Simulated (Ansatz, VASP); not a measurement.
**As in VASP and in Ansatz**

```
As
1.0
     0.00000    3.12280    3.12280
     3.12280    0.00000    3.12280
     3.12280    3.12280    0.00000
As
2
Cartesian
  0.7807 0.7807 0.7807
  5.4649 5.4649 5.4649
```

Alike in both runs: task single point; functional PBEsol; k mesh 10 × 10 × 10; occupations fermi-dirac, width 0.1 eV; no spin polarisation.

```csv
,VASP,Ansatz
version,VASP 6.6.1,Ansatz 0.2.0
potentials or method,"VASP PAW PBE potentials, release 64 (As), cutoff 520 eV","plane waves (420 eV) with PAW, scalar-relativistic"
valence electrons in the cell,10,30
```

Ansatz gave:

| Item | Value |
| --- | --- |
| pressure (GPa) | -4.8 |

Q: What did VASP give for the same quantities?

A: Pressure (GPa): -4.7.

VASP's potentials were made for PBE, not for PBEsol, and Ansatz warns of the same on its side. VASP's potentials hold 10 valence electrons a cell and Ansatz's 30, so a difference there can come from the potentials and not from the codes.
